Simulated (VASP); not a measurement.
# CuO (C2/c) in VASP: single point with PBE+U

Aim: the single point of CuO with PBE+U.

All numbers are computed with VASP 6.6.1; they aren't measurements. Logs are shortened: lines on timing, memory, paths and dates and some standing lists are left out, and cuts for length are marked.

### Step 1. The cell of the first run

The typed cell holds 8 atoms: a = 4.200 Å, b = 4.183 Å, c = 5.173 Å, α = 90.00°, β = 90.07°, γ = 90.00°.

### Step 2. Single point, PBE+U

Contents of INCAR:

```
SYSTEM = CuO
PREC = Accurate ; ENCUT = 600
EDIFF = 1E-6 ; ISMEAR = 0
SIGMA = 0.1 ; LREAL = .FALSE.
LASPH = .TRUE. ; NELM = 200
ALGO = Normal ; ISIF = 2
LWAVE = .FALSE. ; LCHARG = .FALSE.
LMAXMIX = 4 ; LDAU = .TRUE.
LDAUTYPE = 2 ; LDAUL = 2 -1
LDAUU = 4 0 ; LDAUJ = 0 0
LDAUPRINT = 1 ; GGA = PE
NBANDS = 44 ; GGA_COMPAT = .FALSE.
KPAR = 4
```

Contents of KPOINTS:

```
Automatic mesh
0
G
  8 8 8
  0 0 0
```

Contents of POSCAR:

```
CuO
1.0
    4.1995125666      0.0000000000      0.0000000000
    0.0000000000      4.1825611461      0.0000000000
   -0.0065475331      0.0000000000      5.1734548405
Cu O
4 4
Direct
    0.2500000000      0.7500000000      0.5000000000
    0.2500000000      0.2500000000      0.0000000000
    0.7500000000      0.2500000000      0.5000000000
    0.7500000000      0.7500000000      0.0000000000
    0.5000000000      0.9996528157      0.2500000000
    0.5000000000      0.0003471843      0.7500000000
    0.0000000000      0.4996528157      0.2500000000
    0.0000000000      0.5003471843      0.7500000000
```

Potentials or basis: VASP PAW PBE potentials, release 64 (Cu, O).

Started as:

```bash
$ cat potpaw_PBE.64/Cu/POTCAR potpaw_PBE.64/O/POTCAR > POTCAR
$ mpirun -np 4 vasp_std > vasp.out
```

OUTCAR:

```text
SYSTEM = CuO
   PREC = Accurate
   ENCUT = 600
   EDIFF = 1E-6
   ISMEAR = 0
   LREAL = .FALSE.
   LASPH = .TRUE.
   NELM = 200
   ISIF = 2
   GGA = PE

 ion  position               nearest neighbor table
   1  0.250  0.750  0.500-   6 1.97   7 1.97   5 1.97   8 1.97
   2  0.250  0.250  0.000-   5 1.97   8 1.97   7 1.97   6 1.97
   3  0.750  0.250  0.500-   5 1.97   8 1.97   7 1.97   6 1.97
   4  0.750  0.750  0.000-   6 1.97   7 1.97   5 1.97   8 1.97
   5  0.500  1.000  0.250-   2 1.97   3 1.97   1 1.97   4 1.97
   6  0.500  0.000  0.750-   1 1.97   4 1.97   3 1.97   2 1.97
   7  0.000  0.500  0.250-   1 1.97   4 1.97   3 1.97   2 1.97
   8  0.000  0.500  0.750-   2 1.97   3 1.97   1 1.97   4 1.97

  LATTYP: Found a simple monoclinic cell.
 ALAT       =     4.1995125666
 B/A-ratio  =     0.9959634790
 C/A-ratio  =     1.2319189196
 COS(beta)  =    -0.0012656007

  Lattice vectors:

 A1 = (   4.1995125666,   0.0000000000,   0.0000000000)
 A2 = (   0.0000000000,   4.1825611461,   0.0000000000)
 A3 = (  -0.0065475331,   0.0000000000,   5.1734548405)

Analysis of symmetry for initial positions (statically):
=====================================================================
 Subroutine PRICEL returns following result:

  LATTYP: Found a base centered monoclinic cell.
 ALAT       =     4.1995125666
 B/A-ratio  =     0.9959634790
 C/A-ratio  =     1.2319189196
 COS(beta)  =    -0.0012656007

  Lattice vectors:

 A1 = (   2.0997562833,  -2.0912805731,   0.0000000000)
 A2 = (   2.0997562833,   2.0912805731,   0.0000000000)
 A3 = (  -0.0065475331,   0.0000000000,   5.1734548405)

   2 primitive cells build up your supercell.

 Routine SETGRP: Setting up the symmetry group for a
 simple monoclinic supercell.

 Subroutine GETGRP returns: Found  4 space group operations
 (whereof  2 operations were pure point group operations)
 out of a pool of  4 trial point group operations.

The static configuration has the point symmetry S_2 .
 The point group associated with its full space group is C_2h.

Analysis of symmetry for dynamics (positions and initial velocities):
=====================================================================
 Subroutine PRICEL returns following result:

  LATTYP: Found a base centered monoclinic cell.
 ALAT       =     4.1995125666
 B/A-ratio  =     0.9959634790
 C/A-ratio  =     1.2319189196
 COS(beta)  =    -0.0012656007

  Lattice vectors:

 A1 = (   2.0997562833,  -2.0912805731,   0.0000000000)
 A2 = (   2.0997562833,   2.0912805731,   0.0000000000)
 A3 = (  -0.0065475331,   0.0000000000,   5.1734548405)

   2 primitive cells build up your supercell.

 Routine SETGRP: Setting up the symmetry group for a
 simple monoclinic supercell.

 Subroutine GETGRP returns: Found  4 space group operations
 (whereof  2 operations were pure point group operations)
 out of a pool of  4 trial point group operations.

The dynamic configuration has the point symmetry S_2 .
 The point group associated with its full space group is C_2h.

 Subroutine INISYM returns: Found  4 space group operations
 (whereof  2 operations are pure point group operations),
 and found     2 'primitive' translations

----------------------------------------------------------------------------------------

                                     Primitive cell

  volume of cell :      45.4351

  direct lattice vectors                    reciprocal lattice vectors
     2.099756283 -2.091280573  0.000000000     0.238122874 -0.239087957  0.000301369
     2.099756283  2.091280573  0.000000000     0.238122874  0.239087957  0.000301369
    -0.006547533  0.000000000  5.173454841     0.000000000  0.000000000  0.193294429

  length of vectors
     2.963516642  2.963516642  5.173458984     0.337439839  0.337439839  0.193294429

  position of ions in fractional coordinates (direct lattice)
     0.500000000  1.000000000  0.500000000
     0.000000000  0.500000000  0.000000000
     0.500347184  0.499652816  0.250000000
     0.499652816  0.500347184  0.750000000

  ion indices of the primitive-cell ions
   primitive index   ion index
                 1           1
                 2           2
                 3           5
                 4           8

----------------------------------------------------------------------------------------

 KPOINTS: Automatic mesh

Automatic generation of k-mesh.
 Grid dimensions read from file:
 generate k-points for:    8    8    8

 Generating k-lattice:

  Cartesian coordinates                     Fractional coordinates (reciprocal lattice)
     0.029765359  0.000000000  0.000037671     0.125000000  0.000000000 -0.000000000
     0.000000000  0.029885995  0.000000000     0.000000000  0.125000000  0.000000000
     0.000000000  0.000000000  0.024161804     0.000000000  0.000000000  0.125000000

  Length of vectors
     0.029765383  0.029885995  0.024161804

  Shift w.r.t. Gamma in fractional coordinates (k-lattice)
     0.000000000  0.000000000  0.000000000

 Subroutine IBZKPT returns following result:
 ===========================================

 Found    170 irreducible k-points:

 Following reciprocal coordinates:
            Coordinates               Weight
  0.000000  0.000000  0.000000      1.000000
  0.125000  0.000000  0.000000      2.000000
  0.250000  0.000000  0.000000      2.000000
  0.375000  0.000000  0.000000      2.000000
  0.500000  0.000000  0.000000      1.000000
  0.000000  0.125000  0.000000      2.000000
[... 16 lines left out ...]
  0.250000  0.500000  0.000000      2.000000
  0.375000  0.500000  0.000000      2.000000
 [... further k-points ...]
   k-points           NKPTS =    170   k-points in BZ     NKDIM =    170   number of bands    NBANDS=     44
   number of dos      NEDOS =    301   number of ions     NIONS =      8
   total plane-waves  NPLWV =  54432
   dimension x,y,z NGX =    36 NGY =   36 NGZ =   42
   dimension x,y,z NGXF=    72 NGYF=   72 NGZF=   84
   ions per type =               4   4
   NGX,Y,Z   is equivalent  to a cutoff of  14.25, 14.31, 13.50 a.u.
   NGXF,Y,Z  is equivalent  to a cutoff of  28.50, 28.62, 26.99 a.u.
 SYSTEM =  CuO
   PREC   = accura    normal or accurate (medium, high low for compatibility)
   ISTART =      0    job   : 0-new  1-cont  2-samecut
   ICHARG =      2    charge: 1-file 2-atom 10-const
   ISPIN  =      1    spin polarized calculation?
   LNONCOLLINEAR =      F non collinear calculations
   LSORBIT =      F    spin-orbit coupling
   LASPH  =      T    aspherical Exc in radial PAW
   ENCUT  =  600.0 eV  44.10 Ry    6.64 a.u.   8.39  8.35 10.33*2*pi/ulx,y,z
   NELM   =    200;   NELMIN=  2; NELMDL= -5     # of ELM steps
   EDIFF  = 0.1E-05   stopping-criterion for ELM
   LREAL  =      F    real-space projection
   EDIFFG = 0.1E-04   stopping-criterion for IOM
   NSW    =      0    number of steps for IOM
   IBRION =     -1    ionic relax: 0-MD 1-quasi-New 2-CG
   NFREE  =      0    steps in history (QN), initial steepest desc. (CG)
   ISIF   =      2    stress and relaxation
   ISYM   =      2    0-nonsym 1-usesym 2-fastsym
   POTIM  = 0.5000    time-step for ionic-motion
   TEBEG  =    0.0;   TEEND  =   0.0 temperature during run
   PSTRESS=    0.0 pullay stress
   NELECT =      68.0000    total number of electrons
   NUPDOWN=      -1.0000    fix difference up-down
   EMIN   =  10.00;   EMAX   =-10.00  energy-range for DOS
   EFERMI =   0.00;   METHOD = LEGACY
   ISMEAR =     0;   SIGMA  =   0.10  broadening in eV -4-tet -1-fermi 0-gaus
   EFERMI_NEDOS =   21; number of points for ismear=-14 and -15
   IALGO  =     38    algorithm
   IMIX   =      4    mixing-type and parameters
     AMIX     =   0.40;   BMIX     =  1.00
     AMIX_MAG =   1.60;   BMIX_MAG =  1.00
  volume/ion in A,a.u.               =      11.36        76.65
  Fermi-wavevector in a.u.,A,eV,Ry     =   1.486291  2.808683 30.056099  2.209061
  Thomas-Fermi vector in A             =   2.599596
   LORBIT       =      0    0 simple, 1 ext, 2 COOP (PROOUT), +10 PAW based schemes
 LDA+U is selected, type is set to LDAUTYPE =  2
   angular momentum for each species LDAUL =     2   -1
   U (eV)           for each species LDAUU =   4.0  0.0
   J (eV)           for each species LDAUJ =   0.0  0.0
   GGA     = PE    functional components
   LHFCALC =     F    Hartree Fock is set to
   AEXX    =    0.0000 exact exchange contribution
   IVDW    =     0    specifies the selected vdW correction
   LEPSILON=     F    determine dielectric tensor
   LRPA    =     F    only Hartree local field effects (RPA)
 non-spin polarized calculation
 Gauss-broadening in eV      SIGMA  =   0.10
  energy-cutoff  :      600.00
  volume of cell :       90.87
 maximum number of plane-waves:      3060
 NGX is ok and might be reduce to    36
   NGX = 17   NGY = 17   NGZ = 21

atom =   1  type =  1  l = 2

 onsite density matrix

spin component  1

  0.9440 -0.0000 -0.0144  0.0000 -0.0000
 -0.0000  0.8769 -0.0000 -0.0859  0.0002
 -0.0144 -0.0000  0.9675 -0.0000 -0.0000
  0.0000 -0.0859 -0.0000  0.8762  0.0002
 -0.0000  0.0002 -0.0000  0.0002  0.9627

spin component  2

  0.9440 -0.0000 -0.0144  0.0000 -0.0000
 -0.0000  0.8769 -0.0000 -0.0859  0.0002
 -0.0144 -0.0000  0.9675 -0.0000 -0.0000
  0.0000 -0.0859 -0.0000  0.8762  0.0002
 -0.0000  0.0002 -0.0000  0.0002  0.9627
[... 100 lines left out ...]
 occupancies and eigenvectors

  o =  0.7906  v = -0.0001 -0.7057  0.0002  0.7085 -0.0015  0.0000  0.0000  0.0000  0.0000  0.0000      0.0000  0.0000  0.0000  0.0000  0.0000  0.0000  0.0000  0.0000  0.0000  0.0000
  o =  0.7906  v =  0.0000  0.0000  0.0000  0.0000  0.0000 -0.0001 -0.7057  0.0002  0.7085 -0.0015      0.0000  0.0000  0.0000  0.0000  0.0000  0.0000  0.0000  0.0000  0.0000  0.0000
  o =  0.9372  v =  0.9034  0.0012 -0.4289  0.0014 -0.0010  0.0000  0.0000  0.0000  0.0000  0.0000      0.0000  0.0000  0.0000  0.0000  0.0000  0.0000  0.0000  0.0000  0.0000  0.0000
  o =  0.9372  v =  0.0000  0.0000  0.0000  0.0000  0.0000  0.9034  0.0012 -0.4289  0.0014 -0.0010      0.0000  0.0000  0.0000  0.0000  0.0000  0.0000  0.0000  0.0000  0.0000  0.0000
  o =  0.9625  v = -0.0011  0.7082  0.0020  0.7053 -0.0298  0.0000  0.0000  0.0000  0.0000  0.0000      0.0000  0.0000  0.0000  0.0000  0.0000  0.0000  0.0000  0.0000  0.0000  0.0000
  o =  0.9625  v =  0.0000  0.0000  0.0000  0.0000  0.0000 -0.0011  0.7082  0.0020  0.7053 -0.0298      0.0000  0.0000  0.0000  0.0000  0.0000  0.0000  0.0000  0.0000  0.0000  0.0000
  o =  0.9627  v =  0.0000  0.0000  0.0000  0.0000  0.0000  0.0012  0.0201  0.0004  0.0221  0.9996      0.0000  0.0000  0.0000  0.0000  0.0000  0.0000  0.0000  0.0000  0.0000  0.0000
  o =  0.9627  v =  0.0012  0.0201  0.0004  0.0221  0.9996  0.0000  0.0000  0.0000  0.0000  0.0000      0.0000  0.0000  0.0000  0.0000  0.0000  0.0000  0.0000  0.0000  0.0000  0.0000
  o =  0.9743  v =  0.0000  0.0000  0.0000  0.0000  0.0000  0.4289 -0.0008  0.9034 -0.0010 -0.0008      0.0000  0.0000  0.0000  0.0000  0.0000  0.0000  0.0000  0.0000  0.0000  0.0000
  o =  0.9743  v =  0.4289 -0.0008  0.9034 -0.0010 -0.0008  0.0000  0.0000  0.0000  0.0000  0.0000      0.0000  0.0000  0.0000  0.0000  0.0000  0.0000  0.0000  0.0000  0.0000  0.0000

 number of electron      68.0000083 magnetization

 Free energy of the ion-electron system (eV)
  ---------------------------------------------------
  ext. energy  EPLUGINS =         0.00000000
  ---------------------------------------------------
  free energy    TOTEN  =       -33.95105694 eV

  energy without entropy =      -33.92919156  energy(sigma->0) =      -33.94012425

 E-fermi :   4.2484     XC(G=0): -11.1129

 val. band max:        4.2480606439   @ k =   0.2500   0.0000   0.2500
 cond. band min:       4.2550641644   @ k =   0.2500   0.3750   0.5000
 fundamental gap:      0.0070035205
 Fermi energy:         4.2484041369

 k-point     1 :       0.0000    0.0000    0.0000
  band No.  band energies     occupation
      1     -15.1120      2.00000
      2     -14.0506      2.00000
      3     -13.8448      2.00000
      4     -13.6435      2.00000
      5      -3.5644      2.00000
      6      -2.2241      2.00000
[... 1117 lines left out ...]
     43      14.8928      0.00000
     44      14.8928      0.00000

 [... further k-points ...]

------------------------ aborting loop because EDIFF is reached ----------------------------------------

  FORCE on cell =-STRESS in cart. coord.  units (eV):
  Direction    XX          YY          ZZ          XY          YZ          ZX
  --------------------------------------------------------------------------------------
  -------------------------------------------------------------------------------------
  Total       -1.8699178     -1.8378864     -2.1972207      0.0000000      0.0000000      0.0078843
  in kB      -32.9694155    -32.4046543    -38.7402503      0.0000000      0.0000000      0.1390117
  external PRESSURE =     -34.7047734 kB  Pullay stress =       0.0000000 kB

 VOLUME and BASIS-vectors are now :
 -----------------------------------------------------------------------------
  energy-cutoff  :      600.00
  volume of cell :       90.87
      direct lattice vectors                 reciprocal lattice vectors
     4.199512567  0.000000000  0.000000000     0.238122874  0.000000000  0.000301369
     0.000000000  4.182561146  0.000000000     0.000000000  0.239087957  0.000000000
    -0.006547533  0.000000000  5.173454840     0.000000000  0.000000000  0.193294429

 POSITION                                       TOTAL-FORCE (eV/Angst)
 -----------------------------------------------------------------------------------
      1.04660      3.13692      2.58673         0.000000      0.000000      0.000000
      1.04988      1.04564      0.00000         0.000000      0.000000      0.000000
      3.14636      1.04564      2.58673         0.000000      0.000000      0.000000
      3.14963      3.13692      0.00000         0.000000      0.000000      0.000000
      2.09812      4.18111      1.29336        -0.000000      0.000597     -0.000000
      2.09485      0.00145      3.88009        -0.000000     -0.000597     -0.000000
     -0.00164      2.08983      1.29336        -0.000000      0.000597     -0.000000
     -0.00491      2.09273      3.88009         0.000000     -0.000597     -0.000000
 -----------------------------------------------------------------------------------
    total drift:                                0.000000      0.000000      0.000000

  FREE ENERGIE OF THE ION-ELECTRON SYSTEM (eV)
  ---------------------------------------------------
  free  energy   TOTEN  =       -33.9510569431 eV

  energy  without entropy=      -33.9291915587  energy(sigma->0) =      -33.94012425
```

Wall time 6.7 min (4 MPI ranks of Intel Xeon Platinum 8259CL at 2.50GHz (Skylake/Cascade Lake), shared host); peak memory 0.65 GiB.

Results:

```
Free energy            : -33.9511 eV
Pressure               : -3.5 GPa
Band gap on the k mesh : zero (bands 34 and 35 overlap by 1.19 eV)
```

Levels at points of the mesh, in eV from the Fermi level:
| k point | band 30 | band 31 | band 32 | band 33 | band 34 | band 35 | band 36 | band 37 | band 38 | band 39 |
| --- | --- | --- | --- | --- | --- | --- | --- | --- | --- | --- |
| (0.00, 0.00, 0.00) | -2.10 | -1.76 | -1.70 | -1.69 | 0.65 | 0.66 | 1.15 | 1.49 | 2.65 | 6.44 |
| (0.50, 0.00, 0.00) | -2.33 | -2.11 | -2.11 | -0.58 | -0.58 | 0.65 | 0.65 | 4.07 | 4.07 | 5.97 |
| (0.00, 0.50, 0.00) | -2.33 | -2.12 | -2.12 | -0.58 | -0.58 | 0.65 | 0.65 | 4.09 | 4.09 | 5.96 |
| (0.50, 0.50, 0.00) | -2.13 | -1.75 | -1.75 | 0.26 | 0.26 | 0.51 | 0.51 | 4.20 | 4.20 | 6.00 |
| (0.00, 0.00, 0.50) | -1.95 | -1.85 | -1.85 | -0.53 | -0.53 | 0.15 | 0.15 | 3.58 | 3.58 | 4.41 |
| (0.50, 0.00, 0.50) | -2.23 | -2.23 | -2.23 | -0.54 | -0.54 | -0.54 | -0.54 | 5.03 | 5.03 | 5.03 |
| (0.00, 0.50, 0.50) | -2.23 | -2.23 | -2.23 | -0.54 | -0.54 | -0.54 | -0.54 | 5.04 | 5.04 | 5.04 |
| (0.50, 0.50, 0.50) | -2.55 | -2.39 | -2.39 | -0.28 | -0.28 | 0.63 | 0.63 | 4.73 | 4.73 | 6.03 |

Eigenvalues of the final occupation matrices:
```
    site  spin  trace               eigenvalues
site 1 d     1   4.63  0.79 0.94 0.96 0.96 0.97
site 1 d     2   4.63  0.79 0.94 0.96 0.96 0.97
site 2 d     1   4.63  0.79 0.94 0.96 0.96 0.97
site 2 d     2   4.63  0.79 0.94 0.96 0.96 0.97
site 3 d     1   4.63  0.79 0.94 0.96 0.96 0.97
site 3 d     2   4.63  0.79 0.94 0.96 0.96 0.97
site 4 d     1   4.63  0.79 0.94 0.96 0.96 0.97
site 4 d     2   4.63  0.79 0.94 0.96 0.96 0.97
```

Caveat: the cell stands under tension; U without spin polarisation on a metal has little footing.
